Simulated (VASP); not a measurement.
# As in VASP: notebook

The runs below take As through single point, relaxation of the atoms, with PBE+D3(BJ).

All numbers are computed with VASP 6.6.1; they aren't measurements. Logs are shortened: lines on timing, memory, paths and dates and some standing lists are left out, and cuts for length are marked.

**1. The cell of the first run**

The cell holds a slab with vacuum, 2 atoms: a = 3.750 Å, b = 3.617 Å, c = 28.574 Å, α = 90.00°, β = 90.00°, γ = 121.22°.

**2. Single point, PBE+D3(BJ) (strain along x +0.050, then relaxed in part)**

The input, INCAR:

```
PREC = Accurate ; ENCUT = 520
EDIFF = 1E-6 ; ISMEAR = 0
SIGMA = 0.02 ; LREAL = F
LASPH = T ; NELM = 100
ALGO = Normal ; ISIF = 2
LWAVE = F ; LCHARG = F
LDIPOL = T ; IDIPOL = 3
DIPOL = 0.5 0.5 0.500 ; GGA = PE
IVDW = 12 ; NBANDS = 12
```

The input, KPOINTS:

```
regular mesh
0
Gamma
  9 9 1
```

The input, POSCAR:

```
As
1.0
    3.7502050269      0.0000000000      0.0000000000
   -1.8751025135      3.0931169740      0.0000000000
    0.0000000000      0.0000000000     28.5742411176
As
2
Direct
    0.3316919568      0.6633839137      0.4759663498
    0.6683080432      0.3366160863      0.5240336502
```

Potentials or basis: VASP PAW PBE potentials, release 64 (As).

The run is started by

```
$ cat potpaw_PBE.64/As/POTCAR > POTCAR
$ mpirun -np 1 vasp_std > vasp.out
```

OUTCAR:

```text
PREC = Accurate
   ENCUT = 520
   EDIFF = 1E-6
   ISMEAR = 0
   LREAL = F
   LASPH = T
   NELM = 100
   ISIF = 2
   GGA = PE
   IVDW = 12
 IVDW          = 12

 ion  position               nearest neighbor table
   1  0.332  0.663  0.476-   2 2.49   2 2.53   2 2.53
   2  0.668  0.337  0.524-   1 2.49   1 2.53   1 2.53

  Warning from LATTYP: Monoclinic adjustment (A1->A3, A2->A1, A3->A2)!
  LATTYP: Found a base centered orthorhombic cell.
 ALAT       =     3.7502050269
 B/A-ratio  =     1.6495721977
 C/A-ratio  =     7.6193810505

  Lattice vectors:

 A1 = (   1.8751025135,  -3.0931169740,   0.0000000000)
 A2 = (   1.8751025134,   3.0931169740,   0.0000000000)
 A3 = (   0.0000000000,   0.0000000000,  28.5742411176)

Analysis of symmetry for initial positions (statically):
=====================================================================
 Subroutine PRICEL returns:
 Original cell was already a primitive cell.

 Routine SETGRP: Setting up the symmetry group for a
 base centered orthorhombic supercell.

 Subroutine GETGRP returns: Found  4 space group operations
 (whereof  4 operations were pure point group operations)
 out of a pool of  8 trial point group operations.

The static configuration has the point symmetry C_2h.

Analysis of symmetry for dynamics (positions and initial velocities):
=====================================================================
 Subroutine PRICEL returns:
 Original cell was already a primitive cell.

 Routine SETGRP: Setting up the symmetry group for a
 base centered orthorhombic supercell.

 Subroutine GETGRP returns: Found  4 space group operations
 (whereof  4 operations were pure point group operations)
 out of a pool of  8 trial point group operations.

The dynamic configuration has the point symmetry C_2h.

 Subroutine INISYM returns: Found  4 space group operations
 (whereof  4 operations are pure point group operations),
 and found     1 'primitive' translations

----------------------------------------------------------------------------------------

                                     Primitive cell

  volume of cell :     331.4561

  direct lattice vectors                    reciprocal lattice vectors
     3.750205027  0.000000000  0.000000000     0.266652088  0.161649237  0.000000000
    -1.875102513  3.093116974  0.000000000     0.000000000  0.323298475  0.000000000
     0.000000000  0.000000000 28.574241118     0.000000000  0.000000000  0.034996555

  length of vectors
     3.750205027  3.617095803 28.574241118     0.311823366  0.323298475  0.034996555

  position of ions in fractional coordinates (direct lattice)
     0.331691957  0.663383914  0.475966350
     0.668308043  0.336616086  0.524033650

  ion indices of the primitive-cell ions
   primitive index   ion index
                 1           1
                 2           2

----------------------------------------------------------------------------------------

 KPOINTS: regular mesh

Automatic generation of k-mesh.
 Grid dimensions read from file:
 generate k-points for:    9    9    1

 Generating k-lattice:

  Cartesian coordinates                     Fractional coordinates (reciprocal lattice)
     0.029628010  0.017961026  0.000000000     0.111111111 -0.000000000  0.000000000
     0.000000000  0.035922053  0.000000000     0.000000000  0.111111111  0.000000000
     0.000000000  0.000000000  0.034996555     0.000000000  0.000000000  1.000000000

  Length of vectors
     0.034647041  0.035922053  0.034996555

  Shift w.r.t. Gamma in fractional coordinates (k-lattice)
     0.000000000  0.000000000  0.000000000

 Subroutine IBZKPT returns following result:
 ===========================================

 Found     25 irreducible k-points:

 Following reciprocal coordinates:
            Coordinates               Weight
  0.000000  0.000000  0.000000      1.000000
  0.111111 -0.000000  0.000000      4.000000
  0.222222  0.000000  0.000000      4.000000
  0.333333 -0.000000  0.000000      4.000000
  0.444444  0.000000  0.000000      4.000000
  0.000000  0.111111  0.000000      2.000000
[... 16 lines left out ...]
  0.333333  0.333333  0.000000      2.000000
  0.000000  0.444444  0.000000      2.000000
   k-points           NKPTS =     25   k-points in BZ     NKDIM =     25   number of bands    NBANDS=     12
   number of dos      NEDOS =    301   number of ions     NIONS =      2
   total plane-waves  NPLWV = 169344
   dimension x,y,z NGX =    28 NGY =   28 NGZ =  216
   dimension x,y,z NGXF=    56 NGYF=   56 NGZF=  432
   ions per type =               2
   NGX,Y,Z   is equivalent  to a cutoff of  12.41, 12.87, 12.57 a.u.
   NGXF,Y,Z  is equivalent  to a cutoff of  24.82, 25.74, 25.13 a.u.
 SYSTEM =  unknown system
   PREC   = accura    normal or accurate (medium, high low for compatibility)
   ISTART =      0    job   : 0-new  1-cont  2-samecut
   ICHARG =      2    charge: 1-file 2-atom 10-const
   ISPIN  =      1    spin polarized calculation?
   LNONCOLLINEAR =      F non collinear calculations
   LSORBIT =      F    spin-orbit coupling
   LASPH  =      T    aspherical Exc in radial PAW
   ENCUT  =  520.0 eV  38.22 Ry    6.18 a.u.   6.97  6.73 53.13*2*pi/ulx,y,z
   NELM   =    100;   NELMIN=  2; NELMDL= -5     # of ELM steps
   EDIFF  = 0.1E-05   stopping-criterion for ELM
   LREAL  =      F    real-space projection
   EDIFFG = 0.1E-04   stopping-criterion for IOM
   NSW    =      0    number of steps for IOM
   IBRION =     -1    ionic relax: 0-MD 1-quasi-New 2-CG
   NFREE  =      0    steps in history (QN), initial steepest desc. (CG)
   ISIF   =      2    stress and relaxation
   ISYM   =      2    0-nonsym 1-usesym 2-fastsym
   POTIM  = 0.5000    time-step for ionic-motion
   TEBEG  =    0.0;   TEEND  =   0.0 temperature during run
   PSTRESS=    0.0 pullay stress
   NELECT =      10.0000    total number of electrons
   NUPDOWN=      -1.0000    fix difference up-down
   EMIN   =  10.00;   EMAX   =-10.00  energy-range for DOS
   EFERMI =   0.00;   METHOD = LEGACY
   ISMEAR =     0;   SIGMA  =   0.02  broadening in eV -4-tet -1-fermi 0-gaus
   EFERMI_NEDOS =   21; number of points for ismear=-14 and -15
   IALGO  =     38    algorithm
   IMIX   =      4    mixing-type and parameters
     AMIX     =   0.40;   BMIX     =  1.00
     AMIX_MAG =   1.60;   BMIX_MAG =  1.00
  volume/ion in A,a.u.               =     165.73      1118.39
  Fermi-wavevector in a.u.,A,eV,Ry     =   0.509643  0.963086  3.533924  0.259736
  Thomas-Fermi vector in A             =   1.522253
   LORBIT       =      0    0 simple, 1 ext, 2 COOP (PROOUT), +10 PAW based schemes
   GGA     = PE    functional components
   LHFCALC =     F    Hartree Fock is set to
   AEXX    =    0.0000 exact exchange contribution
   IVDW    =    12    specifies the selected vdW correction
   LEPSILON=     F    determine dielectric tensor
   LRPA    =     F    only Hartree local field effects (RPA)
 non-spin polarized calculation
 Gauss-broadening in eV      SIGMA  =   0.02
  energy-cutoff  :      520.00
  volume of cell :      331.46
 maximum number of plane-waves:      8979
   NGX = 13   NGY = 13   NGZ =107

 number of electron      10.0000000 magnetization

 dipolmoment           0.000000      0.000000     -0.000000 electrons x Angstroem

 Free energy of the ion-electron system (eV)
  ---------------------------------------------------
  ext. energy  EPLUGINS =         0.00000000
  ---------------------------------------------------
  free energy    TOTEN  =        -9.30630436 eV

  energy without entropy =       -9.30630436  energy(sigma->0) =       -9.30630436

 E-fermi :  -3.9952     XC(G=0):  -1.8102

 val. band max:       -4.0966259031   @ k =   0.0000   0.0000   0.0000
 cond. band min:      -2.7506782105   @ k =   0.0000   0.3333   0.0000
 fundamental gap:      1.3459476926
 Fermi energy:        -3.9952355686

 k-point     1 :       0.0000    0.0000    0.0000
  band No.  band energies     occupation
      1     -17.4225      2.00000
      2     -11.1793      2.00000
      3      -4.5197      2.00000
      4      -4.4568      2.00000
      5      -4.0966      2.00000
      6      -2.5398      0.00000
      7      -0.9062      0.00000
      8      -0.5451      0.00000
      9       0.7781      0.00000
     10       1.0131      0.00000
     11       1.4001      0.00000
     12       1.6615      0.00000

 k-point     2 :       0.1111   -0.0000    0.0000
  band No.  band energies     occupation
      1     -17.2700      2.00000
      2     -11.1918      2.00000
      3      -5.6451      2.00000
      4      -4.5456      2.00000
      5      -4.3962      2.00000
      6      -1.6703      0.00000
      7      -0.9399      0.00000
      8      -0.2796      0.00000
      9       0.9785      0.00000
     10       1.1959      0.00000
     11       1.5796      0.00000
     12       1.8436      0.00000

 k-point     3 :       0.2222    0.0000    0.0000
  band No.  band energies     occupation
      1     -16.8224      2.00000
      2     -11.3859      2.00000
      3      -7.0681      2.00000
      4      -5.0858      2.00000
      5      -4.4197      2.00000
      6      -2.1826      0.00000
      7      -0.1612      0.00000
      8       0.2915      0.00000
      9       1.4204      0.00000
     10       1.7516      0.00000
     11       2.1150      0.00000
     12       2.3645      0.00000
[... 286 lines left out ...]
 k-point    23 :       0.3333    0.3333    0.0000
  band No.  band energies     occupation
      1     -14.1654      2.00000
      2     -13.9089      2.00000
      3      -8.3797      2.00000
      4      -6.0553      2.00000
      5      -5.9773      2.00000
      6      -1.9757      0.00000
      7       0.2729      0.00000
      8       0.5760      0.00000
      9       3.7997      0.00000
     10       4.3607      0.00000
     11       4.7534      0.00000
     12       5.3952      0.00000

 k-point    24 :       0.0000    0.4444    0.0000
  band No.  band energies     occupation
      1     -15.1191      2.00000
      2     -12.9751      2.00000
      3      -7.4586      2.00000
      4      -6.3645      2.00000
      5      -5.3796      2.00000
      6      -2.5652      0.00000
      7      -0.7676      0.00000
      8       0.0964      0.00000
      9       2.3778      0.00000
     10       3.6133      0.00000
     11       4.1563      0.00000
     12       4.4714      0.00000

 [... further k-points ...]

------------------------ aborting loop because EDIFF is reached ----------------------------------------

 vacuum level on the upper side and lower side of the slab       (xc-potential included)        -0.007        -0.007

 Edisp (eV)   -0.40304

 E8    (eV) :    -0.1831

  FORCE on cell =-STRESS in cart. coord.  units (eV):
  Direction    XX          YY          ZZ          XY          YZ          ZX
  --------------------------------------------------------------------------------------
  -------------------------------------------------------------------------------------
  Total      -1.59018    -0.27507     0.10834     0.00000     0.00644    -0.00000
  in kB      -7.68655    -1.32963     0.52369     0.00000     0.03112    -0.00000
  external pressure =       -2.83 kB  Pullay stress =        0.00 kB

 VOLUME and BASIS-vectors are now :
 -----------------------------------------------------------------------------
  energy-cutoff  :      520.00
  volume of cell :      331.46
      direct lattice vectors                 reciprocal lattice vectors
     3.750205027  0.000000000  0.000000000     0.266652088  0.161649237  0.000000000
    -1.875102513  3.093116974  0.000000000     0.000000000  0.323298475  0.000000000
     0.000000000  0.000000000 28.574241118     0.000000000  0.000000000  0.034996555

 POSITION                                       TOTAL-FORCE (eV/Angst)
 -----------------------------------------------------------------------------------
     -0.00000      2.05192     13.60038         0.000000     -0.004606     -0.080350
      1.87510      1.04119     14.97386        -0.000000      0.004606      0.080350
 -----------------------------------------------------------------------------------
    total drift:                               -0.000000      0.000000      0.000000

  FREE ENERGIE OF THE ION-ELECTRON SYSTEM (eV)
  ---------------------------------------------------
  free  energy   TOTEN  =        -9.7093432891 eV

  energy  without entropy=       -9.7093432891  energy(sigma->0) =       -9.70934329

 vacuum level on the upper side and lower side of the slab         1.276         1.276
```

Wall time 4.3 min (1 thread of Intel Xeon 8259CL, shared host); peak memory 0.46 GiB.

What came out:

```yaml
Free_energy: -9.7093 eV
Largest_force: 0.080 eV/Å
Band_gap_on_the_k_mesh: 1.35 eV (least direct gap 1.56 eV)
Dispersion_energy_per_atom: -0.202 eV
```

Forces on the atoms (eV/Å):
```
As   0.000 -0.005 -0.080
As   0.000  0.005  0.080
```

Levels at points of the mesh, in eV from the valence-band top:
| k point | band 2 | band 3 | band 4 | band 5 | band 6 | band 7 | band 8 | band 9 |
| --- | --- | --- | --- | --- | --- | --- | --- | --- |
| (0.00, 0.00, 0.00) | -7.08 | -0.42 | -0.36 | 0.00 | 1.56 | 3.19 | 3.55 | 4.87 |

Caveat: the cell differs from its parent crystal (strain along x +0.050, then relaxed in part).

**3. Single point, PBE+D3(BJ), non-collinear spin, zero start, spin-orbit coupling**

This run uses another cell than the first one.

The input, INCAR:

```
SYSTEM = As
PREC = Accurate ; ENCUT = 520
EDIFF = 1E-6 ; ISMEAR = 0
SIGMA = 0.02 ; LREAL = .FALSE.
LASPH = .TRUE. ; NELM = 150
ALGO = Normal ; ISIF = 2
LWAVE = .FALSE. ; LCHARG = .FALSE.
MAGMOM = 0 0 0 0 0 0 ; LORBIT = 11
LSORBIT = .TRUE. ; GGA_COMPAT = .FALSE.
LORBMOM = .TRUE. ; LDIPOL = .TRUE.
IDIPOL = 3 ; DIPOL = 0.5 0.5 0.500
GGA = PE ; IVDW = 12
NBANDS = 22
```

The input, KPOINTS:

```
regular mesh
0
G
  9 9 1
  0 0 0
```

The input, POSCAR:

```
As
1.0
    3.5716238352      0.0000000000      0.0000000000
   -1.7858119176      3.0931169740      0.0000000000
    0.0000000000      0.0000000000     28.5742411176
As
2
Direct
    0.3333333333      0.6666666667      0.4755450769
    0.6666666667      0.3333333333      0.5244549231
```

Potentials or basis: VASP PAW PBE potentials, release 64 (As).

The run is started by

```
$ cat potpaw_PBE.64/As/POTCAR > POTCAR
$ mpirun -np 1 vasp_ncl > vasp.out
```

Run time: 11 min. Hardware: 1 thread of Intel Xeon 8259CL, shared host; peak memory 1 GiB.

Results (log left out):

```
Free energy                                           : -9.7742 eV
Largest force                                         : 0.094 eV/Å
Net moment                                            : 0.00 μB per cell
Valence electrons inside the program's atomic spheres : As 2.72
Dispersion energy per atom                            : -0.212 eV
```

Forces on the atoms (eV/Å):
```
As   0.000  0.000 -0.094
As   0.000  0.000  0.094
```

Moments on the atoms (μB; x, y, z):
```
As  0.00 0.00 0.00
As  0.00 0.00 0.00
```

**4. Relaxation of the atoms, PBE+D3(BJ) (strain along x +0.050)**

The input, INCAR:

```
PREC = Accurate ; ENCUT = 520
EDIFF = 1E-6 ; ISMEAR = 0
SIGMA = 0.02 ; LREAL = False
LASPH = True ; NELM = 100
ALGO = Normal ; ISIF = 2
LWAVE = False ; LCHARG = False
LDIPOL = True ; IDIPOL = 3
DIPOL = 0.5 0.5 0.500 ; GGA = PE
IVDW = 12 ; IBRION = 2
NSW = 60 ; EDIFFG = -0.01
```

The input, KPOINTS:

```
regular mesh
0
Gamma
  9 9 1
```

The input, POSCAR:

```
As
1.0
    3.7502050269      0.0000000000      0.0000000000
   -1.8751025135      3.0931169740      0.0000000000
    0.0000000000      0.0000000000     28.5742411176
As
2
Direct
    0.3333333333      0.6666666667      0.4755450769
    0.6666666667      0.3333333333      0.5244549231
```

The run is started by

```
$ cat potpaw_PBE.64/As/POTCAR > POTCAR
$ mpirun -np 1 vasp_std > vasp.out
```

It took 7.6 min on 1 thread of AMD EPYC 7R43 (Zen 3), shared host; peak memory 0.42 GiB.

It converged, with:

```
Free energy                  : -9.7096 eV
Energy gained by relaxing    : 1.7 meV/atom
Ionic steps                  : 4
Largest force after relaxing : 0.007 eV/Å
Band gap on the k mesh       : 1.33 eV (least direct gap 1.55 eV)
Dispersion energy per atom   : -0.201 eV
```

Forces on the atoms (eV/Å):
```
As   0.000 -0.005 -0.004
As   0.000  0.005  0.004
```

The path:
```
step  energy change (eV)  largest force (eV/Å)  pressure (GPa)
   1              0.0000                0.2508           -0.39
   2             -0.0031                0.0573           -0.30
   3             -0.0032                0.0581           -0.30
   4             -0.0033                0.0066           -0.31
```

Final structure:
```xyz
2
Lattice="3.7502 0.0000 0.0000 -1.8751 3.0931 0.0000 0.0000 0.0000 28.5742" Properties=species:S:1:pos:R:3 pbc="T T T"
As    0.0000    2.0521   13.5973
As    1.8751    1.0410   14.9770
```

Levels at points of the mesh, in eV from the valence-band top:
| k point | band 1 | band 2 | band 3 | band 4 | band 5 | band 6 | band 7 | band 8 | band 9 |
| --- | --- | --- | --- | --- | --- | --- | --- | --- | --- |
| (0.00, 0.00, 0.00) | -13.32 | -7.12 | -0.46 | -0.36 | 0.00 | 1.55 | 3.17 | 3.53 | 4.85 |

Caveat: the cell differs from its parent crystal (strain along x +0.050).

**5. Relaxation of the atoms, PBE+D3(BJ) (biaxial strain +0.020)**

The input, INCAR:

```
SYSTEM = As
  ALGO = Normal
  DIPOL = 0.5 0.5 0.500
  EDIFF = 1E-6
  EDIFFG = -0.01
  ENCUT = 520
  GGA = PE
  IBRION = 2
  IDIPOL = 3
  ISIF = 2
  ISMEAR = 0
  IVDW = 12
  LASPH = .TRUE.
  LCHARG = .FALSE.
  LDIPOL = .TRUE.
  LREAL = .FALSE.
  LWAVE = .FALSE.
  NELM = 100
  NSW = 60
  PREC = Accurate
  SIGMA = 0.02
```

The input, KPOINTS:

```
k-points
0
G
  9 9 1
  0 0 0
```

The input, POSCAR:

```
As
1.0
    3.6430567460      0.0000000000      0.0000000000
   -1.8215283730      3.1549796895      0.0000000000
    0.0000000000      0.0000000000     28.5742413760
As
2
Direct
    0.3333333333      0.6666666667      0.4755450732
    0.6666666667      0.3333333333      0.5244549268
```

The run is started by

```
$ cat potpaw_PBE.64/As/POTCAR > POTCAR
$ mpirun -np 1 vasp_std > vasp.out
```

Wall time 66 s (1 thread of Intel Xeon Platinum 8559C (Emerald Rapids), shared host); peak memory 0.42 GiB.

Results (log left out):

```
Free energy                : -9.7343 eV
Energy gained by relaxing  : 0.5 meV/atom
Ionic steps                : 3
Band gap on the k mesh     : 1.72 eV (least direct gap 1.85 eV)
Dispersion energy per atom : -0.203 eV
```

Step by step:
```csv
step,energy change (eV),largest force (eV/Å),pressure (GPa)
1,0.0000,0.1546,-0.32
2,-0.0009,0.0313,-0.25
3,-0.0010,0.0009,-0.27
```

Final structure:
```
As
1.0
     3.64306    0.00000    0.00000
    -1.82153    3.15498    0.00000
     0.00000    0.00000   28.57424
As
2
Direct
  0.33333 0.66667 0.47576
  0.66667 0.33333 0.52424
```

Levels at points of the mesh, in eV from the valence-band top:
```csv
k point,band 1,band 2,band 3,band 4,band 5,band 6,band 7,band 8,band 9
"(0.00, 0.00, 0.00)",-13.23,-7.00,-0.34,0.00,0.00,1.85,3.50,3.50,4.98
```

Caveat: the cell differs from its parent crystal (biaxial strain +0.020).

(Continued in part 2 of 2.)
